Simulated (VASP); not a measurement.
# Cu (P6/mmm) in VASP: further runs

Runs on Cu. Level: PBE. Tasks: relaxation of cell and atoms.

Everything below comes from runs of VASP 6.6.1. Logs are shortened: lines on timing, memory, paths and dates and some standing lists are left out, and cuts for length are marked.

### 1 The cell of the first run

It takes space group P6/mmm (No. 191, hexagonal). Conventional cell: a = 2.512 Å, b = 2.512 Å, c = 2.464 Å, α = 90.00°, β = 90.00°, γ = 120.00°. Cu (site symmetry 6/mmm) has 8 Cu at 2.46 to 2.51 Å within 3.3 Å.

This isn't the form of Cu at room conditions, which is fcc.

### 2 Relaxation of cell and atoms, PBE, target pressure -3.7 GPa, at which the enthalpy is minimised

Contents of INCAR:

```
SYSTEM = Cu
PREC = Accurate
ENCUT = 600
EDIFF = 1E-6
ISMEAR = -1
SIGMA = 0.05
LREAL = .False.
LASPH = .True.
NELM = 100
ALGO = Normal
ISIF = 3
LWAVE = .False.
LCHARG = .False.
GGA = PE
IBRION = 2
NSW = 32
EDIFFG = -0.005
PSTRESS = -37.0
```

Contents of KPOINTS:

```
regular mesh
0
Gamma
  18 18 16
  0 0 0
```

Contents of POSCAR:

```
Cu
1.0
    2.5124720466      0.0000000000      0.0000000000
   -1.2562360233      2.1758646187      0.0000000000
    0.0000000000      0.0000000000      2.4643220364
Cu
1
Direct
    0.0000000000      0.0000000000      0.0000000000
```

Potentials or basis: VASP PAW PBE potentials, release 64 (Cu).

Run with:

```bash
cat potpaw_PBE.64/Cu/POTCAR > POTCAR
mpirun -np 1 vasp_std > vasp.out
```

OUTCAR:

```text
SYSTEM = Cu
   PREC = Accurate
   ENCUT = 600
   EDIFF = 1E-6
   ISMEAR = -1
   LREAL = .False.
   LASPH = .True.
   NELM = 100
   ISIF = 3
   GGA = PE
   IBRION = 2
   NSW = 32
   EDIFFG = -0.005
   PSTRESS = -37.0

 ion  position               nearest neighbor table
   1  0.000  0.000  0.000-

  LATTYP: Found a hexagonal cell.
 ALAT       =     2.5124720466
 C/A-ratio  =     0.9808356036

  Lattice vectors:

 A1 = (   2.5124720466,   0.0000000000,   0.0000000000)
 A2 = (  -1.2562360233,   2.1758646187,   0.0000000000)
 A3 = (   0.0000000000,   0.0000000000,   2.4643220364)

Analysis of symmetry for initial positions (statically):
=====================================================================
 Subroutine PRICEL returns:
 Original cell was already a primitive cell.

 Routine SETGRP: Setting up the symmetry group for a
 hexagonal supercell.

 Subroutine GETGRP returns: Found 24 space group operations
 (whereof 24 operations were pure point group operations)
 out of a pool of 24 trial point group operations.

The static configuration has the point symmetry D_6h.

Analysis of symmetry for dynamics (positions and initial velocities):
=====================================================================
 Subroutine PRICEL returns:
 Original cell was already a primitive cell.

 Routine SETGRP: Setting up the symmetry group for a
 hexagonal supercell.

 Subroutine GETGRP returns: Found 24 space group operations
 (whereof 24 operations were pure point group operations)
 out of a pool of 24 trial point group operations.

The dynamic configuration has the point symmetry D_6h.

 Subroutine INISYM returns: Found 24 space group operations
 (whereof 24 operations are pure point group operations),
 and found     1 'primitive' translations

----------------------------------------------------------------------------------------

                                     Primitive cell

  volume of cell :      13.4720

  direct lattice vectors                    reciprocal lattice vectors
     2.512472047  0.000000000  0.000000000     0.398014378  0.229793709  0.000000000
    -1.256236023  2.175864619  0.000000000     0.000000000  0.459587417  0.000000000
     0.000000000  0.000000000  2.464322036     0.000000000  0.000000000  0.405791120

  length of vectors
     2.512472047  2.512472047  2.464322036     0.459587417  0.459587417  0.405791120

  position of ions in fractional coordinates (direct lattice)
     0.000000000  0.000000000  0.000000000

  ion indices of the primitive-cell ions
   primitive index   ion index
                 1           1

----------------------------------------------------------------------------------------

 KPOINTS: regular mesh

Automatic generation of k-mesh.
 Grid dimensions read from file:
 generate k-points for:   18   18   16

 Generating k-lattice:

  Cartesian coordinates                     Fractional coordinates (reciprocal lattice)
     0.022111910  0.012766317  0.000000000     0.055555556  0.000000000  0.000000000
     0.000000000  0.025532634  0.000000000     0.000000000  0.055555556  0.000000000
     0.000000000  0.000000000  0.025361945     0.000000000  0.000000000  0.062500000

  Length of vectors
     0.025532634  0.025532634  0.025361945

  Shift w.r.t. Gamma in fractional coordinates (k-lattice)
     0.000000000  0.000000000  0.000000000

 Subroutine IBZKPT returns following result:
 ===========================================

 Found    333 irreducible k-points:

 Following reciprocal coordinates:
            Coordinates               Weight
  0.000000  0.000000  0.000000      1.000000
  0.055556  0.000000  0.000000      6.000000
  0.111111  0.000000  0.000000      6.000000
  0.166667  0.000000  0.000000      6.000000
  0.222222  0.000000  0.000000      6.000000
  0.277778  0.000000  0.000000      6.000000
[... 16 lines left out ...]
  0.333333  0.111111  0.000000     12.000000
  0.388889  0.111111  0.000000     12.000000
 [... further k-points ...]
   k-points           NKPTS =    333   k-points in BZ     NKDIM =    333   number of bands    NBANDS=      9
   number of dos      NEDOS =    301   number of ions     NIONS =      1
   total plane-waves  NPLWV =   8000
   dimension x,y,z NGX =    20 NGY =   20 NGZ =   20
   dimension x,y,z NGXF=    40 NGYF=   40 NGZF=   40
   ions per type =               1
   NGX,Y,Z   is equivalent  to a cutoff of  13.23, 13.23, 13.49 a.u.
   NGXF,Y,Z  is equivalent  to a cutoff of  26.47, 26.47, 26.98 a.u.
 SYSTEM =  Cu
   PREC   = accura    normal or accurate (medium, high low for compatibility)
   ISTART =      0    job   : 0-new  1-cont  2-samecut
   ICHARG =      2    charge: 1-file 2-atom 10-const
   ISPIN  =      1    spin polarized calculation?
   LNONCOLLINEAR =      F non collinear calculations
   LSORBIT =      F    spin-orbit coupling
   LASPH  =      T    aspherical Exc in radial PAW
   ENCUT  =  600.0 eV  44.10 Ry    6.64 a.u.   5.02  5.02  4.92*2*pi/ulx,y,z
   NELM   =    100;   NELMIN=  2; NELMDL= -5     # of ELM steps
   EDIFF  = 0.1E-05   stopping-criterion for ELM
   LREAL  =      F    real-space projection
   EDIFFG = -.5E-02   stopping-criterion for IOM
   NSW    =     32    number of steps for IOM
   IBRION =      2    ionic relax: 0-MD 1-quasi-New 2-CG
   NFREE  =      1    steps in history (QN), initial steepest desc. (CG)
   ISIF   =      3    stress and relaxation
   ISYM   =      2    0-nonsym 1-usesym 2-fastsym
   POTIM  = 0.5000    time-step for ionic-motion
   TEBEG  =    0.0;   TEEND  =   0.0 temperature during run
   PSTRESS=  -37.0 pullay stress
   NELECT =      11.0000    total number of electrons
   NUPDOWN=      -1.0000    fix difference up-down
   EMIN   =  10.00;   EMAX   =-10.00  energy-range for DOS
   EFERMI =   0.00;   METHOD = LEGACY
   ISMEAR =    -1;   SIGMA  =   0.05  broadening in eV -4-tet -1-fermi 0-gaus
   EFERMI_NEDOS =   21; number of points for ismear=-14 and -15
   IALGO  =     38    algorithm
   IMIX   =      4    mixing-type and parameters
     AMIX     =   0.40;   BMIX     =  1.00
     AMIX_MAG =   1.60;   BMIX_MAG =  1.00
  volume/ion in A,a.u.               =      13.47        90.91
  Fermi-wavevector in a.u.,A,eV,Ry     =   1.530132  2.891530 31.855370  2.341304
  Thomas-Fermi vector in A             =   2.637657
   LORBIT       =      0    0 simple, 1 ext, 2 COOP (PROOUT), +10 PAW based schemes
   GGA     = PE    functional components
   LHFCALC =     F    Hartree Fock is set to
   AEXX    =    0.0000 exact exchange contribution
   IVDW    =     0    specifies the selected vdW correction
   LEPSILON=     F    determine dielectric tensor
   LRPA    =     F    only Hartree local field effects (RPA)
 conjugate gradient relaxation of ions
 non-spin polarized calculation
  energy-cutoff  :      600.00
  volume of cell :       13.47
 maximum number of plane-waves:       462
 NGX is ok and might be reduce to    20

--------------------------------------- Ionic step        1  -------------------------------------------

 number of electron      11.0000019 magnetization

 Free energy of the ion-electron system (eV)
  ---------------------------------------------------
  ext. energy  EPLUGINS =         0.00000000
  ---------------------------------------------------
  free energy    TOTEN  =        -3.46389814 eV

  energy without entropy =       -3.46175007  energy(sigma->0) =       -3.46282410

------------------------ aborting loop because EDIFF is reached ----------------------------------------

  FORCE on cell =-STRESS in cart. coord.  units (eV):
  Direction    XX          YY          ZZ          XY          YZ          ZX
  --------------------------------------------------------------------------------------
  -------------------------------------------------------------------------------------
  Total       -0.2594650     -0.2594650     -0.2822069      0.0000000      0.0000000      0.0000000
  in kB      -30.8573609    -30.8573609    -33.5619827      0.0000000      0.0000000      0.0000000
  external PRESSURE =       5.2410985 kB  Pullay stress =     -37.0000000 kB
[... 59 lines left out ...]
  enthalpy is  TOTEN    =        -3.7750879551 eV   P V=       -0.3131039833

--------------------------------------- Ionic step        3  -------------------------------------------

 number of electron      11.0000019 magnetization

 Free energy of the ion-electron system (eV)
  ---------------------------------------------------
  ext. energy  EPLUGINS =         0.00000000
  ---------------------------------------------------
  free energy    TOTEN  =        -3.46266620 eV

  energy without entropy =       -3.46049031  energy(sigma->0) =       -3.46157825

 E-fermi :   5.9372     XC(G=0): -11.9059

 val. band max:        5.9028187288   @ k =   0.1111   0.0556   0.5000
 cond. band min:       6.0023916497   @ k =   0.3889   0.1111   0.0625
 fundamental gap:      0.0995729209
 Fermi energy:         5.9372082374

 k-point     1 :       0.0000    0.0000    0.0000
  band No.  band energies     occupation
      1      -2.3366      2.00000
      2       2.1415      2.00000
      3       3.2700      2.00000
      4       3.2700      2.00000
      5       4.5195      2.00000
      6       4.5195      2.00000
      7      21.9131      0.00000
      8      26.2863      0.00000
      9      28.2129      0.00000
[... 265 lines left out ...]
 k-point    24 :       0.3889    0.1111    0.0000
  band No.  band energies     occupation
      1       1.6987      2.00000
      2       2.5372      2.00000
      3       3.7662      2.00000
      4       3.7971      2.00000
      5       4.3020      2.00000
      6       5.8844      1.48374
      7      10.2306      0.00000
      8      18.0439      0.00000
      9      28.8674      0.00000

 [... further k-points ...]

------------------------ aborting loop because EDIFF is reached ----------------------------------------

  FORCE on cell =-STRESS in cart. coord.  units (eV):
  Direction    XX          YY          ZZ          XY          YZ          ZX
  --------------------------------------------------------------------------------------
  -------------------------------------------------------------------------------------
  Total       -0.3081373     -0.3081373     -0.3116480      0.0000000      0.0000000      0.0000000
  in kB      -36.4905911    -36.4905911    -36.9063342      0.0000000      0.0000000      0.0000000
  external PRESSURE =       0.3708278 kB  Pullay stress =     -37.0000000 kB
[... 16 lines left out ...]
  FREE ENERGIE OF THE ION-ELECTRON SYSTEM (eV)
  ---------------------------------------------------
  free  energy   TOTEN  =        -3.4626661952 eV

  energy  without entropy=       -3.4604903064  energy(sigma->0) =       -3.46157825

  enthalpy is  TOTEN    =        -3.7751050899 eV   P V=       -0.3124388947

 reached required accuracy - stopping structural energy minimisation
```

It took 58 s on 1 thread of Intel Xeon Platinum 8488C (Sapphire Rapids), shared host; peak memory 0.17 GiB.

Results:

* Free energy: -3.4627 eV
* Relaxed volume: 13.53 Å³/atom
* Relaxed cell: a = 2.517 Å, b = 2.517 Å, c = 2.467 Å, α = 90.00°, β = 90.00°, γ = 120.00°
* Space group after relaxing (to 0.1 Å): P6/mmm (No. 191)
* Energy change on relaxing (the run minimises the enthalpy): +1.2 meV/atom
* Ionic steps: 3
* Pressure after relaxing: -3.7 GPa
* Band gap on the k mesh: zero (an odd number of electrons rules out a gap without spin polarisation)

Step by step:
| step | energy change (eV) | largest force (eV/Å) | pressure (GPa) | volume (Å³) |
| --- | --- | --- | --- | --- |
| 1 | 0.0000 | 0.0000 | -3.18 | 13.47 |
| 2 | 0.0019 | 0.0000 | -3.83 | 13.56 |
| 3 | 0.0012 | 0.0000 | -3.66 | 13.53 |

Final structure:
```
CELL_PARAMETERS angstrom
2.51664 0.00000 0.00000
-1.25832 2.17948 0.00000
0.00000 0.00000 2.46661
ATOMIC_POSITIONS crystal
Cu 0.00000 0.00000 0.00000
```

Levels at points of the mesh, in eV from the Fermi level:
| k point | band 2 | band 3 | band 4 | band 5 | band 6 | band 7 | band 8 | band 9 |
| --- | --- | --- | --- | --- | --- | --- | --- | --- |
| (0.00, 0.00, 0.00) | -3.80 | -2.67 | -2.67 | -1.42 | -1.42 | 15.98 | 20.35 | 22.28 |
| (0.50, 0.00, 0.00) | -3.39 | -2.22 | -1.58 | -1.27 | -0.54 | 3.32 | 14.96 | 19.63 |
| (0.00, 0.00, 0.50) | -2.51 | -2.51 | -2.01 | -2.01 | -1.70 | 1.43 | 26.44 | 28.21 |
| (0.50, 0.00, 0.50) | -3.72 | -2.32 | -1.22 | -1.01 | 4.59 | 5.59 | 9.99 | 10.67 |

Caveat: the cell is relaxed towards a set pressure, so the run minimises the enthalpy, not the energy.

### 3 Relaxation of cell and atoms, PBE, target pressure -3.7 GPa, at which the enthalpy is minimised

This run uses another cell than the first one: it holds 3 atoms, not 1.

Contents of INCAR:

```
PREC = Accurate
ENCUT = 600
EDIFF = 1E-6
ISMEAR = -1
SIGMA = 0.05
LREAL = F
LASPH = T
NELM = 100
ALGO = Normal
ISIF = 3
LWAVE = F
LCHARG = F
GGA = PE
IBRION = 2
NSW = 60
EDIFFG = -0.005
PSTRESS = -37.0
```

Contents of KPOINTS:

```
regular mesh
0
Gamma
  9 9 12
```

Contents of POSCAR:

```
Cu
1.0
    4.0970194071      0.0000000000      0.0000000000
   -2.0485097036      3.5481228864      0.0000000000
    0.0000000000      0.0000000000      2.5401520324
Cu
3
Direct
    0.0000000000      0.0000000000      0.0000000000
    0.3333333333      0.6666666667      0.5000000000
    0.6666666667      0.3333333333      0.5000000000
```

Potentials or basis: VASP PAW PBE potentials, release 64 (Cu).

Run with:

```bash
cat potpaw_PBE.64/Cu/POTCAR > POTCAR
mpirun -np 1 vasp_std > vasp.out
```

Run time: 2.3 min. Hardware: 1 thread of AMD EPYC 9R45 (Zen 5), shared host; peak memory 0.18 GiB.

It converged, with:

```
Free energy                                                : -10.9458 eV
Relaxed volume                                             : 12.61 Å³/atom
Relaxed cell                                               : a = 4.179 Å, b = 4.179 Å, c = 2.500 Å, α = 90.00°, β = 90.00°, γ = 120.00°
Space group after relaxing (to 0.1 Å)                      : P6/mmm (No. 191)
Energy change on relaxing (the run minimises the enthalpy) : -2.6 meV/atom
Ionic steps                                                : 4
Pressure after relaxing                                    : -3.7 GPa
Band gap on the k mesh                                     : zero (an odd number of electrons rules out a gap without spin polarisation)
```

The path:
```
step  energy change (eV)  largest force (eV/Å)  pressure (GPa)  volume (Å³)
   1              0.0000                0.0000           -0.79        36.93
   2              0.0016                0.0000           -4.63        38.13
   3              0.0018                0.0000           -4.64        38.13
   4             -0.0077                0.0000           -3.73        37.82
```

Final structure:
```xyz
3
Lattice="4.1794 0.0000 0.0000 -2.0897 3.6195 0.0000 0.0000 0.0000 2.5000" Properties=species:S:1:pos:R:3 pbc="T T T"
Cu    4.1794    0.0000    0.0000
Cu    0.0000    2.4130    1.2500
Cu    2.0897    1.2065    1.2500
```

Levels at points of the mesh, in eV from the Fermi level:
| k point | band 12 | band 13 | band 14 | band 15 | band 16 | band 17 | band 18 | band 19 | band 20 |
| --- | --- | --- | --- | --- | --- | --- | --- | --- | --- |
| (0.00, 0.00, 0.00) | -2.28 | -2.23 | -2.23 | -1.53 | -1.53 | 4.36 | 4.36 | 4.38 | 4.38 |
| (0.00, 0.00, 0.50) | -1.80 | -1.66 | -1.66 | -1.26 | -0.29 | 0.29 | 7.96 | 8.32 | 8.32 |

Caveat: the cell is relaxed towards a set pressure, so the run minimises the enthalpy, not the energy.

### 4 Relaxation of cell and atoms, PBE, target pressure -3.7 GPa, at which the enthalpy is minimised

This run uses another cell than the first one: it holds 3 atoms, not 1.

Contents of INCAR:

```
ALGO = Normal
EDIFF = 1E-7
EDIFFG = -0.005
ENCUT = 600
GGA = PE
IBRION = 2
ISIF = 3
ISMEAR = -1
LASPH = T
LCHARG = F
LREAL = F
LWAVE = F
NELM = 60
NSW = 32
PREC = Accurate
PSTRESS = -37.0
SIGMA = 0.05
```

Contents of KPOINTS:

```
k-points
0
Gamma
  9 9 12
```

Contents of POSCAR:

```
Cu
1.0
    4.1712113920      0.0000000000      0.0000000000
   -2.0856056960      3.6123750300      0.0000000000
    0.0000000000      0.0000000000      2.4967217260
Cu
3
Direct
    0.0000000000      0.0000000000      0.0000000000
    0.3333333333      0.6666666667      0.5000000000
    0.6666666667      0.3333333333      0.5000000000
```

Run with:

```bash
cat potpaw_PBE.64/Cu/POTCAR > POTCAR
mpirun -np 1 vasp_std > vasp.out
```

It took 2.1 min on 1 thread of AMD EPYC 9R45 (Zen 5), shared host; peak memory 0.18 GiB.

It converged, with:

```
Free energy                                                : -10.9462 eV
Relaxed volume                                             : 12.60 Å³/atom
Relaxed cell                                               : a = 4.178 Å, b = 4.178 Å, c = 2.500 Å, α = 90.00°, β = 90.00°, γ = 120.00°
Space group after relaxing (to 0.1 Å)                      : P6/mmm (No. 191)
Energy change on relaxing (the run minimises the enthalpy) : +1.3 meV/atom
Ionic steps                                                : 3
Pressure after relaxing                                    : -3.7 GPa
Band gap on the k mesh                                     : zero (an odd number of electrons rules out a gap without spin polarisation)
```

The path:
```
step  energy change (eV)  largest force (eV/Å)  pressure (GPa)  volume (Å³)
   1              0.0000                0.0000           -3.11        37.62
   2              0.0056                0.0000           -3.88        37.87
   3              0.0038                0.0000           -3.69        37.80
```

Final structure:
```xyz
3
Lattice="4.1782 0.0000 0.0000 -2.0891 3.6185 0.0000 0.0000 0.0000 2.5003" Properties=species:S:1:pos:R:3 pbc="T T T"
Cu   -2.0891    3.6185    0.0000
Cu    0.0000    2.4123    1.2501
Cu    2.0891    1.2062    1.2501
```

Levels at points of the mesh, in eV from the Fermi level:
```tsv
k point	band 13	band 14	band 15	band 16	band 17	band 18	band 19	band 20
(0.00, 0.00, 0.00)	-2.23	-2.23	-1.53	-1.53	4.36	4.36	4.39	4.39
(0.00, 0.00, 0.50)	-1.66	-1.66	-1.26	-0.29	0.29	7.97	8.32	8.32
```

Caveat: the cell is relaxed towards a set pressure, so the run minimises the enthalpy, not the energy.

### 5 The runs side by side

| cell | k mesh | gap on the mesh (eV) | pressure (GPa) |
| --- | --- | --- | --- |
| relaxed to -3.7 GPa from a = 2.512, b = 2.512, c = 2.464 Å, angles 90.0, 90.0, 120.0°, 1 atom, atomic positions A | 18 × 18 × 16 | none | -3.7 |
| relaxed to -3.7 GPa from a = 4.097, b = 4.097, c = 2.540 Å, angles 90.0, 90.0, 120.0°, 3 atoms, atomic positions B | 9 × 9 × 12 | none | -3.7 |
| relaxed to -3.7 GPa from a = 4.171, b = 4.171, c = 2.497 Å, angles 90.0, 90.0, 120.0°, 3 atoms, atomic positions B | 9 × 9 × 12 | none | -3.7 |

Alike in all rows: task relaxation of cell and atoms; level PBE; potentials or basis VASP PAW PBE potentials, release 64 (Cu); no spin polarisation; cutoff (eV) 600; smearing fermi-dirac 0.05 eV.

Caveats: the cell is relaxed towards a set pressure, so the run minimises the enthalpy, not the energy.

Total energies depend on the potentials used, so only differences within one code and one set of settings carry meaning.
